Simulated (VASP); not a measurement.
The system is MnSb.

```
Sb Mn
1.0
     4.15000    0.00000    0.00000
    -2.07500    3.59401    0.00000
     0.00000    0.00000    5.78000
Sb Mn
2 2
Direct
  0.66667 0.33333 0.75000
  0.33333 0.66667 0.25000
  0.00000 0.00000 0.50000
  0.00000 0.00000 0.00000
```

Base run:

```yaml
Program: VASP 6.6.1
Functional: PBE
Potentials_or_basis: VASP PAW PBE potentials, release 64 (Sb_d_GW, Mn_sv)
Cutoff: 680 eV
k_mesh: 6 × 6 × 4
Occupations: fermi-dirac, width 0.05 eV
Spin: collinear spin, ferromagnetic start
Starting_moments: "[0.0, 0.0, 2.0, 2.0] μB"
Fixed_moment: 4 μB
```

Its results: pressure -11.6 GPa; site moments Sb -0.20; Mn +2.15 μB.

Problem. The run is repeated on the same cell with these changes: fixed moment from 4 μB to 12 μB; moments at the start from [0.0, 0.0, 2.0, 2.0] to [0.0, 0.0, 6.0, 6.0]. What comes out?

Solution. Pressure 20.1 GPa; site moments Sb +0.62; Mn +4.17 μB.

Caveats: the total moment is fixed, so each spin has its own Fermi level and the state may be an excited one; the run started ferromagnetic, and an antiferromagnetic order may lie lower in energy; the cell stands under tension (at least some runs); the cell stands under pressure (at least some runs).
